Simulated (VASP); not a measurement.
Input of a VASP 6.6.1 run:

File INCAR:

```
PREC     = Accurate       # precision mode
ENCUT    = 520            # plane-wave cutoff, eV
EDIFF    = 1E-6           # SCF threshold, eV
ISMEAR   = 0              # smearing method
SIGMA    = 0.1            # smearing width, eV
LREAL    = False          # projectors in reciprocal space
LASPH    = True           # aspherical terms in the spheres
NELM     = 80             # most SCF steps
ALGO     = Normal         # electronic algorithm
ISIF     = 2              # what is computed and relaxed
LWAVE    = False          # write WAVECAR
LCHARG   = False          # write CHGCAR
LDIPOL   = True         
IDIPOL   = 3            
DIPOL    = 0.5 0.5 0.500
GGA      = PE             # functional
NBANDS   = 21             # bands
```

Contents of KPOINTS:

```
Automatic mesh
0
Gamma
  12 12 1
```

Contents of POSCAR:

```
Ge
1.0
    4.1810000000      0.0000000000      0.0000000000
   -2.0905000000      3.6208522132      0.0000000000
    0.0000000000      0.0000000000     28.0000000000
Ge
2
Direct
    0.3333333333      0.6666666667      0.5129821429
    0.6666666667      0.3333333333      0.4870178571
```

Potentials or basis: VASP PAW PBE potentials, release 64 (Ge_d).

Command:

```sh
$ cat potpaw_PBE.64/Ge_d/POTCAR > POTCAR
$ mpirun -np 1 vasp_std > vasp.out
```

Q: Predict the largest force.

A: 0.313 eV/Å.

Q: Estimate the band gap on the k mesh.

A: Zero (filled and empty bands touch).

Forces on the atoms (eV/Å):
```
Ge   0.000  0.000 -0.313
Ge   0.000  0.000  0.313
```
